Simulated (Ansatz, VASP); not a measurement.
**Ga2O3 in VASP and in Ansatz**

INCAR

```
SYSTEM = Ga2O3
ALGO = Normal
EDIFF = 1E-6
ENCUT = 600
GGA = PE
GGA_COMPAT = .False.
ISIF = 2
ISMEAR = 0
KPAR = 4
LASPH = .True.
LCHARG = .True.
LREAL = .False.
LVHAR = .True.
LWAVE = .False.
NBANDS = 55
NELM = 120
PREC = Accurate
SIGMA = 0.05
```

File KPOINTS:

```
k-points
0
Gamma
  10 10 6
  0 0 0
```

The input POSCAR:

```
Ga2O3
1.0
    5.9160590369     -1.4646686970      0.0112051300
    5.9160590369      1.4646686970      0.0112051300
   -1.3325872907      0.0000000000      5.5650018391
Ga O
4 6
Direct
    0.0899134338      0.0899134338      0.7947233214
    0.9100865662      0.9100865662      0.2052766786
    0.6585007298      0.6585007298      0.3141978958
    0.3414992702      0.3414992702      0.6858021042
    0.1634883771      0.1634883771      0.1092060624
    0.8365116229      0.8365116229      0.8907939376
    0.1737013129      0.1737013129      0.5643594349
    0.8262986871      0.8262986871      0.4356405651
    0.4960195696      0.4960195696      0.2566813611
    0.5039804304      0.5039804304      0.7433186389
```

Input for Ansatz:

```yaml
crystal:
  lattice:
    - [5.9160590369, -1.464668697, 0.01120513]
    - [5.9160590369, 1.464668697, 0.01120513]
    - [-1.3325872907, 0.0, 5.5650018391]
  atoms:
    - { symbol: Ga, position: [0.0899134338, 0.0899134338, 0.7947233214] }
    - { symbol: Ga, position: [0.9100865662, 0.9100865662, 0.2052766786] }
    - { symbol: Ga, position: [0.6585007298, 0.6585007298, 0.3141978958] }
    - { symbol: Ga, position: [0.3414992702, 0.3414992702, 0.6858021042] }
    - { symbol: O, position: [0.1634883771, 0.1634883771, 0.1092060624] }
    - { symbol: O, position: [0.8365116229, 0.8365116229, 0.8907939376] }
    - { symbol: O, position: [0.1737013129, 0.1737013129, 0.5643594349] }
    - { symbol: O, position: [0.8262986871, 0.8262986871, 0.4356405651] }
    - { symbol: O, position: [0.4960195696, 0.4960195696, 0.2566813611] }
    - { symbol: O, position: [0.5039804304, 0.5039804304, 0.7433186389] }
basis:
  ecutwfc: 420
kpoints:
  mp_grid: { grid: [10, 10, 6] }
hamiltonian:
  xc: pbe
scf:
  occupations: { method: gaussian, width: 0.05 }
output:
  forces: true
  stress: true
  eigenvalues: true
```

Change from the starting cell: strain -0.050 along x and y, -0.025 along z, atoms carried along.

Alike in both runs: task single point; functional PBE; k mesh 10 × 10 × 6; occupations gaussian, width 0.05 eV; no spin polarisation.

```csv
,VASP,Ansatz
version,VASP 6.6.1,Ansatz 0.2.0
potentials or method,"VASP PAW PBE potentials, release 64 (Ga_d, O), cutoff 600 eV","scalar-relativistic, plane waves, PAW"
valence electrons in the cell,88,88
```

|  | VASP | Ansatz | Ansatz less VASP |
| --- | --- | --- | --- |
| gap on the k mesh at the Fermi level (eV) | 3.16 | 3.17 | +0.010 |
| least direct gap on the mesh (eV) | 3.27 | 3.28 | +0.009 |
| pressure (GPa) | 31.2 | 31.0 | -0.20 |
| traceless stress, the component that is largest in VASP (GPa) | -7.31 | -7.33 | -0.019 |
| rms of the force components (eV/Å) | 0.413 | 0.415 | +0.0029 |

Atom by atom the forces differ by 0.017 eV/Å (rms over components). Both programs put the cell under a high pressure, so it lies far from rest at this level. With one functional, cell and mesh, what is left measures potentials, basis and numerics.
